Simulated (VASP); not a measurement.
# Ga (P6_3/mmc) in VASP: a series of runs

Runs on Ga. Level: BLYP. Tasks: single point.

All numbers are computed with VASP 6.6.1; they aren't measurements. Logs are shortened: lines on timing, memory, paths and dates and some standing lists are left out, and cuts for length are marked.

### Step 1. The cell of the first run

The structure is hexagonal, space group P6_3/mmc (No. 194). The conventional cell has a = 3.211 Å, b = 3.211 Å, c = 10.480 Å, α = 90.00°, β = 90.00°, γ = 120.00°. Ga (site symmetry -3m) has 12 Ga at 3.21 Å within 4.2 Å. Within 4.2 Å of Ga (site symmetry -6m2) lie 12 Ga at 3.21 Å.

### Step 2. Single point, BLYP (volume scaled by 1.08)

INCAR reads:

```
AGGAC = 1.0 ; AGGAX = 1.0
ALDAC = 0.0 ; ALDAX = 1.0
ALGO = Normal ; EDIFF = 1E-6
ENCUT = 520 ; GGA = B5
ISIF = 2 ; ISMEAR = -1
LASPH = T ; LCHARG = T
LELF = T ; LREAL = F
LVHAR = T ; LWAVE = F
NBANDS = 34 ; NELM = 60
PREC = Accurate ; SIGMA = 0.1
```

KPOINTS reads:

```
k-points
0
Gamma
  13 13 4
```

POSCAR reads:

```
Ga
1.0
    3.2105354816      0.0000000000      0.0000000000
   -1.6052677408      2.7804052868      0.0000000000
    0.0000000000      0.0000000000     10.4800271521
Ga
4
Direct
    0.0000000000      1.0000000000      1.0000000000
    0.0000000000      1.0000000000      0.5000000000
    0.3333333333      0.6666666667      0.2500000000
    0.6666666667      0.3333333333      0.7500000000
```

Potentials or basis: VASP PAW PBE potentials, release 64 (Ga_d).

On the command line:

```bash
$ cat potpaw_PBE.64/Ga_d/POTCAR > POTCAR
$ mpirun -np 1 vasp_std > vasp.out
```

OUTCAR:

```text
EDIFF = 1E-6
   ENCUT = 520
   GGA = B5
   ISIF = 2
   ISMEAR = -1
   LASPH = T
   LREAL = F
   NELM = 60
   PREC = Accurate

 ion  position               nearest neighbor table
   1  0.000  0.000  0.000-
   2  0.000  0.000  0.500-
   3  0.333  0.667  0.250-
   4  0.667  0.333  0.750-

  LATTYP: Found a hexagonal cell.
 ALAT       =     3.2105354816
 C/A-ratio  =     3.2642614331

  Lattice vectors:

 A1 = (   3.2105354816,   0.0000000000,   0.0000000000)
 A2 = (  -1.6052677408,   2.7804052868,   0.0000000000)
 A3 = (   0.0000000000,   0.0000000000,  10.4800271521)

Analysis of symmetry for initial positions (statically):
=====================================================================
 Subroutine PRICEL returns:
 Original cell was already a primitive cell.

 Routine SETGRP: Setting up the symmetry group for a
 hexagonal supercell.

 Subroutine GETGRP returns: Found 24 space group operations
 (whereof 12 operations were pure point group operations)
 out of a pool of 24 trial point group operations.

The static configuration has the point symmetry D_3d.
 The point group associated with its full space group is D_6h.

Analysis of symmetry for dynamics (positions and initial velocities):
=====================================================================
 Subroutine PRICEL returns:
 Original cell was already a primitive cell.

 Routine SETGRP: Setting up the symmetry group for a
 hexagonal supercell.

 Subroutine GETGRP returns: Found 24 space group operations
 (whereof 12 operations were pure point group operations)
 out of a pool of 24 trial point group operations.

The dynamic configuration has the point symmetry D_3d.
 The point group associated with its full space group is D_6h.

 Subroutine INISYM returns: Found 24 space group operations
 (whereof 12 operations are pure point group operations),
 and found     1 'primitive' translations

----------------------------------------------------------------------------------------

                                     Primitive cell

  volume of cell :      93.5509

  direct lattice vectors                    reciprocal lattice vectors
     3.210535482  0.000000000  0.000000000     0.311474521  0.179829898  0.000000000
    -1.605267741  2.780405287  0.000000000     0.000000000  0.359659797  0.000000000
     0.000000000  0.000000000 10.480027152     0.000000000  0.000000000  0.095419600

  length of vectors
     3.210535482  3.210535482 10.480027152     0.359659797  0.359659797  0.095419600

  position of ions in fractional coordinates (direct lattice)
     0.000000000  0.000000000  0.000000000
     0.000000000  0.000000000  0.500000000
     0.333333333  0.666666667  0.250000000
     0.666666667  0.333333333  0.750000000

  ion indices of the primitive-cell ions
   primitive index   ion index
                 1           1
                 2           2
                 3           3
                 4           4

----------------------------------------------------------------------------------------

 KPOINTS: k-points

Automatic generation of k-mesh.
 Grid dimensions read from file:
 generate k-points for:   13   13    4

 Generating k-lattice:

  Cartesian coordinates                     Fractional coordinates (reciprocal lattice)
     0.023959579  0.013833069  0.000000000     0.076923077  0.000000000  0.000000000
     0.000000000  0.027666138  0.000000000     0.000000000  0.076923077  0.000000000
     0.000000000  0.000000000  0.023854900     0.000000000  0.000000000  0.250000000

  Length of vectors
     0.027666138  0.027666138  0.023854900

  Shift w.r.t. Gamma in fractional coordinates (k-lattice)
     0.000000000  0.000000000  0.000000000

 Subroutine IBZKPT returns following result:
 ===========================================

 Found     63 irreducible k-points:

 Following reciprocal coordinates:
            Coordinates               Weight
  0.000000  0.000000  0.000000      1.000000
  0.076923  0.000000  0.000000      6.000000
  0.153846  0.000000  0.000000      6.000000
  0.230769  0.000000  0.000000      6.000000
  0.307692  0.000000  0.000000      6.000000
  0.384615 -0.000000  0.000000      6.000000
[... 16 lines left out ...]
  0.076923  0.000000  0.250000     12.000000
  0.153846  0.000000  0.250000     12.000000
 [... further k-points ...]
   k-points           NKPTS =     63   k-points in BZ     NKDIM =     63   number of bands    NBANDS=     34
   number of dos      NEDOS =    301   number of ions     NIONS =      4
   total plane-waves  NPLWV =  46080
   dimension x,y,z NGX =    24 NGY =   24 NGZ =   80
   dimension x,y,z NGXF=    48 NGYF=   48 NGZF=  160
   ions per type =               4
   NGX,Y,Z   is equivalent  to a cutoff of  12.43, 12.43, 12.69 a.u.
   NGXF,Y,Z  is equivalent  to a cutoff of  24.86, 24.86, 25.38 a.u.
 SYSTEM =  unknown system
   PREC   = accura    normal or accurate (medium, high low for compatibility)
   ISTART =      0    job   : 0-new  1-cont  2-samecut
   ICHARG =      2    charge: 1-file 2-atom 10-const
   ISPIN  =      1    spin polarized calculation?
   LNONCOLLINEAR =      F non collinear calculations
   LSORBIT =      F    spin-orbit coupling
   LASPH  =      T    aspherical Exc in radial PAW
   ENCUT  =  520.0 eV  38.22 Ry    6.18 a.u.   5.97  5.97 19.49*2*pi/ulx,y,z
   NELM   =     60;   NELMIN=  2; NELMDL= -5     # of ELM steps
   EDIFF  = 0.1E-05   stopping-criterion for ELM
   LREAL  =      F    real-space projection
   EDIFFG = 0.1E-04   stopping-criterion for IOM
   NSW    =      0    number of steps for IOM
   IBRION =     -1    ionic relax: 0-MD 1-quasi-New 2-CG
   NFREE  =      0    steps in history (QN), initial steepest desc. (CG)
   ISIF   =      2    stress and relaxation
   ISYM   =      2    0-nonsym 1-usesym 2-fastsym
   POTIM  = 0.5000    time-step for ionic-motion
   TEBEG  =    0.0;   TEEND  =   0.0 temperature during run
   PSTRESS=    0.0 pullay stress
   NELECT =      52.0000    total number of electrons
   NUPDOWN=      -1.0000    fix difference up-down
   EMIN   =  10.00;   EMAX   =-10.00  energy-range for DOS
   EFERMI =   0.00;   METHOD = LEGACY
   ISMEAR =    -1;   SIGMA  =   0.10  broadening in eV -4-tet -1-fermi 0-gaus
   EFERMI_NEDOS =   21; number of points for ismear=-14 and -15
   IALGO  =     38    algorithm
   IMIX   =      4    mixing-type and parameters
     AMIX     =   0.40;   BMIX     =  1.00
     AMIX_MAG =   1.60;   BMIX_MAG =  1.00
  volume/ion in A,a.u.               =      23.39       157.83
  Fermi-wavevector in a.u.,A,eV,Ry     =   1.346046  2.543658 24.651583  1.811840
  Thomas-Fermi vector in A             =   2.473910
   LORBIT       =      0    0 simple, 1 ext, 2 COOP (PROOUT), +10 PAW based schemes
   GGA     = B5    functional components
   LHFCALC =     F    Hartree Fock is set to
   AEXX    =    0.0000 exact exchange contribution
   IVDW    =     0    specifies the selected vdW correction
   LEPSILON=     F    determine dielectric tensor
   LRPA    =     F    only Hartree local field effects (RPA)
 non-spin polarized calculation
  energy-cutoff  :      520.00
  volume of cell :       93.55
 maximum number of plane-waves:      2552
 NGX is ok and might be reduce to    24
   NGX = 11   NGY = 11   NGZ = 39

 number of electron      51.9999907 magnetization

 Free energy of the ion-electron system (eV)
  ---------------------------------------------------
  ext. energy  EPLUGINS =         0.00000000
  ---------------------------------------------------
  free energy    TOTEN  =        -8.43973505 eV

  energy without entropy =       -8.37380857  energy(sigma->0) =       -8.40677181

 E-fermi :   4.1928     XC(G=0):  -9.4307

 val. band max:        4.1571013471   @ k =   0.4615   0.0769   0.0000
 cond. band min:       4.2278674420   @ k =   0.3077   0.3077   0.2500
 fundamental gap:      0.0707660949
 Fermi energy:         4.1928458260

 k-point     1 :       0.0000    0.0000    0.0000
  band No.  band energies     occupation
      1     -10.7086      2.00000
      2     -10.6986      2.00000
      3     -10.6860      2.00000
      4     -10.6860      2.00000
      5     -10.6807      2.00000
      6     -10.6782      2.00000
[... 26 lines left out ...]
     33      12.8837      0.00000
     34      13.8092      0.00000

 k-point     2 :       0.0769    0.0000    0.0000
  band No.  band energies     occupation
      1     -10.7053      2.00000
      2     -10.6967      2.00000
      3     -10.6867      2.00000
      4     -10.6863      2.00000
      5     -10.6804      2.00000
      6     -10.6767      2.00000
[... 26 lines left out ...]
     33      12.5458      0.00000
     34      13.2188      0.00000

 k-point     3 :       0.1538    0.0000    0.0000
  band No.  band energies     occupation
      1     -10.7079      2.00000
      2     -10.7001      2.00000
      3     -10.6908      2.00000
      4     -10.6823      2.00000
      5     -10.6775      2.00000
      6     -10.6671      2.00000
[... 26 lines left out ...]
     33      11.8328      0.00000
     34      11.8342      0.00000

 k-point     4 :       0.2308    0.0000    0.0000
  band No.  band energies     occupation
      1     -10.7230      2.00000
      2     -10.7097      2.00000
      3     -10.6983      2.00000
      4     -10.6821      2.00000
      5     -10.6766      2.00000
      6     -10.6630      2.00000
[... 26 lines left out ...]
     33      11.0647      0.00000
     34      11.0836      0.00000

 k-point     5 :       0.3077    0.0000    0.0000
  band No.  band energies     occupation
      1     -10.7398      2.00000
      2     -10.7205      2.00000
      3     -10.7077      2.00000
      4     -10.6978      2.00000
      5     -10.6849      2.00000
      6     -10.6716      2.00000
[... 621 lines left out ...]
 k-point    22 :       0.0000    0.0000    0.2500
  band No.  band energies     occupation
      1     -10.7073      2.00000
      2     -10.7003      2.00000
      3     -10.6842      2.00000
      4     -10.6841      2.00000
      5     -10.6800      2.00000
      6     -10.6784      2.00000
[... 26 lines left out ...]
     33      13.1640      0.00000
     34      13.2468      0.00000

 k-point    23 :       0.0769    0.0000    0.2500
  band No.  band energies     occupation
      1     -10.7042      2.00000
      2     -10.6982      2.00000
      3     -10.6867      2.00000
      4     -10.6862      2.00000
      5     -10.6785      2.00000
      6     -10.6747      2.00000
[... 26 lines left out ...]
     33      12.9485      0.00000
     34      13.0412      0.00000

 k-point    24 :       0.1538    0.0000    0.2500
  band No.  band energies     occupation
      1     -10.7073      2.00000
      2     -10.7024      2.00000
      3     -10.6885      2.00000
      4     -10.6829      2.00000
      5     -10.6756      2.00000
      6     -10.6649      2.00000
[... 26 lines left out ...]
     33      11.5574      0.00000
     34      12.4360      0.00000

 [... further k-points ...]
[... 5 lines left out ...]
  --------------------------------------------------------------------------------------
  -------------------------------------------------------------------------------------
  Total       -1.1397027     -1.1397027     -1.0100755     -0.0000000      0.0000000     -0.0000000
  in kB      -19.5188479    -19.5188479    -17.2988185     -0.0000000      0.0000000     -0.0000000
  external PRESSURE =     -18.7788381 kB  Pullay stress =       0.0000000 kB

 VOLUME and BASIS-vectors are now :
 -----------------------------------------------------------------------------
  energy-cutoff  :      520.00
  volume of cell :       93.55
      direct lattice vectors                 reciprocal lattice vectors
     3.210535482  0.000000000  0.000000000     0.311474521  0.179829898  0.000000000
    -1.605267741  2.780405287  0.000000000     0.000000000  0.359659797  0.000000000
     0.000000000  0.000000000 10.480027152     0.000000000  0.000000000  0.095419600

 POSITION                                       TOTAL-FORCE (eV/Angst)
 -----------------------------------------------------------------------------------
      0.00000      0.00000      0.00000         0.000000      0.000000     -0.000000
      0.00000      0.00000      5.24001         0.000000      0.000000     -0.000000
     -0.00000      1.85360      2.62001        -0.000000      0.000000     -0.000000
      1.60527      0.92680      7.86002        -0.000000     -0.000000      0.000000
 -----------------------------------------------------------------------------------
    total drift:                               -0.000000      0.000000     -0.000000

  FREE ENERGIE OF THE ION-ELECTRON SYSTEM (eV)
  ---------------------------------------------------
  free  energy   TOTEN  =        -8.4397350483 eV

  energy  without entropy=       -8.3738085684  energy(sigma->0) =       -8.40677181
```

Run time: 2.2 min. Hardware: 1 thread of Intel Xeon Platinum 8259CL at 2.50GHz (Skylake/Cascade Lake), shared host; peak memory 0.28 GiB.

What came out:

```
Free energy            : -8.4397 eV
Pressure               : -1.9 GPa
Band gap on the k mesh : zero (band 26 reaches 7.49 eV, above the bottom of band 27 at 3.16 eV)
```

Stress tensor (GPa, compression positive):
```
-1.95  0.00  0.00
 0.00 -1.95  0.00
 0.00  0.00 -1.73
```

Caveat: the cell differs from its parent crystal (volume scaled by 1.08); the PAW data sets were made with another functional, which shifts forces and pressure a little.

### Step 3. Single point, BLYP (volume scaled by 1.12)

INCAR reads:

```
SYSTEM = Ga
PREC = Accurate
ENCUT = 520
EDIFF = 1E-7
ISMEAR = -1
SIGMA = 0.1
LREAL = .False.
LASPH = .True.
NELM = 60
ALGO = Normal
ISIF = 2
LWAVE = .False.
LCHARG = .False.
GGA = B5
ALDAX = 1.0
AGGAX = 1.0
AGGAC = 1.0
ALDAC = 0.0
NBANDS = 34
```

KPOINTS reads:

```
Automatic mesh
0
Gamma
  13 13 4
  0 0 0
```

POSCAR reads:

```
Ga
1.0
    3.2496922124      0.0000000000      0.0000000000
   -1.6248461062      2.8143160104      0.0000000000
    0.0000000000      0.0000000000     10.6078449583
Ga
4
Direct
    0.0000000000      1.0000000000      1.0000000000
    0.0000000000      1.0000000000      0.5000000000
    0.3333333333      0.6666666667      0.2500000000
    0.6666666667      0.3333333333      0.7500000000
```

Potentials or basis: VASP PAW PBE potentials, release 64 (Ga_d).

On the command line:

```bash
$ cat potpaw_PBE.64/Ga_d/POTCAR > POTCAR
$ mpirun -np 1 vasp_std > vasp.out
```

Run time: 3.3 min. Hardware: 1 thread of Intel Xeon Platinum 8259CL at 2.50GHz (Skylake/Cascade Lake), shared host; peak memory 0.28 GiB.

The run converged. Its results:

| Item | Value |
| --- | --- |
| Free energy | -8.3914 eV |
| Pressure | -2.6 GPa |
| Band gap on the k mesh | zero (band 26 reaches 7.10 eV, above the bottom of band 27 at 2.94 eV) |

Stress tensor (GPa, compression positive):
```
-2.67  0.00  0.00
 0.00 -2.67  0.00
 0.00  0.00 -2.47
```

Levels at points of the mesh, in eV from the Fermi level:
| k point | band 22 | band 23 | band 24 | band 25 | band 26 | band 27 | band 28 | band 29 | band 30 | band 31 |
| --- | --- | --- | --- | --- | --- | --- | --- | --- | --- | --- |
| (0.00, 0.00, 0.00) | -8.04 | -8.03 | -4.93 | -2.76 | 2.89 | 2.90 | 7.60 | 7.60 | 8.29 | 8.29 |
| (0.00, 0.00, 0.50) | -9.02 | -6.43 | -6.43 | -0.61 | -0.61 | 6.82 | 6.82 | 7.81 | 7.81 | 7.81 |

Caveat: the cell differs from its parent crystal (volume scaled by 1.12); the PAW data sets were made with another functional, which shifts forces and pressure a little.

### Step 4. Single point, BLYP

This run uses another cell than the first one, of 21.66 Å³/atom, 0.926 times its volume.

INCAR reads:

```
PREC = Accurate
ENCUT = 520
EDIFF = 1E-6
ISMEAR = -1
SIGMA = 0.1
LREAL = False
LASPH = True
NELM = 100
ALGO = Normal
ISIF = 2
LWAVE = False
LCHARG = False
GGA = B5
ALDAX = 1.0
AGGAX = 1.0
AGGAC = 1.0
ALDAC = 0.0
NBANDS = 34
```

KPOINTS reads:

```
Automatic mesh
0
Gamma
  15 15 4
```

POSCAR reads:

```
Ga
1.0
    3.1292208991      0.0000000000      0.0000000000
   -1.5646104496      2.7099847927      0.0000000000
    0.0000000000      0.0000000000     10.2145950965
Ga
4
Direct
    0.0000000000      1.0000000000      1.0000000000
    0.0000000000      1.0000000000      0.5000000000
    0.3333333333      0.6666666667      0.2500000000
    0.6666666667      0.3333333333      0.7500000000
```

On the command line:

```bash
$ cat potpaw_PBE.64/Ga_d/POTCAR > POTCAR
$ mpirun -np 1 vasp_std > vasp.out
```

Run time: 3.3 min. Hardware: 1 thread of Intel Xeon Platinum 8259CL at 2.50GHz (Skylake/Cascade Lake), shared host; peak memory 0.29 GiB.

The run converged. Its results:

| Quantity | Value |
| --- | --- |
| Free energy | -8.4881 eV |
| Pressure | -0.2 GPa |
| Band gap on the k mesh | zero (band 26 reaches 8.43 eV, above the bottom of band 27 at 3.63 eV) |

Stress tensor (GPa, compression positive):
```
-0.26  0.00  0.00
 0.00 -0.26  0.00
 0.00  0.00  0.04
```

Levels at points of the mesh, in eV from the Fermi level:
```csv
k point,band 24,band 25,band 26,band 27,band 28,band 29
"(0.00, 0.00, 0.00)",-4.97,-3.19,3.21,3.22,8.44,8.44
"(0.00, 0.00, 0.50)",-6.81,-0.65,-0.65,7.55,7.55,8.67
```

Caveat: the PAW data sets were made with another functional, which shifts forces and pressure a little.

### Step 5. Overview

```csv
cell,k mesh,gap on the mesh (eV),pressure (GPa)
"a = 3.211, b = 3.211, c = 10.480 Å, angles 90.0, 90.0, 120.0°, 4 atoms",13 × 13 × 4,none,-1.9
"a = 3.250, b = 3.250, c = 10.608 Å, angles 90.0, 90.0, 120.0°, 4 atoms",13 × 13 × 4,none,-2.6
"a = 3.129, b = 3.129, c = 10.215 Å, angles 90.0, 90.0, 120.0°, 4 atoms",15 × 15 × 4,none,-0.2
```

Alike in all rows: task single point; level BLYP; potentials or basis VASP PAW PBE potentials, release 64 (Ga_d); no spin polarisation; cutoff (eV) 520; smearing fermi-dirac 0.1 eV.

Caveats: the PAW data sets were made with another functional, which shifts forces and pressure a little.

Absolute energies hang on the potentials; compare differences alone.
